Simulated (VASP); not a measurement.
Al2Cu (Khatyrkite): single point with PBE

The system is Al2Cu (Khatyrkite).

```
CELL_PARAMETERS angstrom
-3.07342 3.07342 2.47059
3.07342 -3.07342 2.47059
3.07342 3.07342 -2.47059
ATOMIC_POSITIONS crystal
Cu 0.25000 0.25000 0.00000
Cu 0.75000 0.75000 0.00000
Al 0.34190 0.15810 0.50000
Al 0.84190 0.34190 0.18380
Al 0.65810 0.84190 0.50000
Al 0.15810 0.65810 0.81620
```

```yaml
Program: VASP 6.6.1
Task: single point
Functional: PBE
Potentials_or_basis: VASP PAW PBE potentials, release 64 (Cu, Al)
Cutoff: 520 eV
k_mesh: 7 × 7 × 7
Occupations: fermi-dirac, width 0.05 eV
Spin: no spin polarisation
```

```json
{"Pressure": "-3.7 GPa", "Largest force": "0.017 eV/Å", "Band gap on the k mesh": "zero (band 17 reaches 9.56 eV, above the bottom of band 18 at 5.94 eV)"}
```

Forces in eV/Å, atoms in the order of the input:
```
Cu   0.000  0.000  0.000
Cu   0.000  0.000  0.000
Al   0.012 -0.012  0.000
Al  -0.012 -0.012  0.000
Al  -0.012  0.012  0.000
Al   0.012  0.012  0.000
```

Stress tensor (GPa, compression positive):
```
-3.87  0.00  0.00
 0.00 -3.87  0.00
 0.00  0.00 -3.41
```

Levels at points of the mesh, in eV from the Fermi level:
```
           k point  band 14  band 15  band 16  band 17  band 18  band 19  band 20  band 21
(0.00, 0.00, 0.00)    -2.00    -1.31    -1.17    -1.17    -0.87    -0.59     0.02     1.22
```

It took 79 s on 1 thread of Intel(R) Xeon(R) Platinum 8559C (Emerald Rapids), on a shared host, peak memory 0.27 GiB.
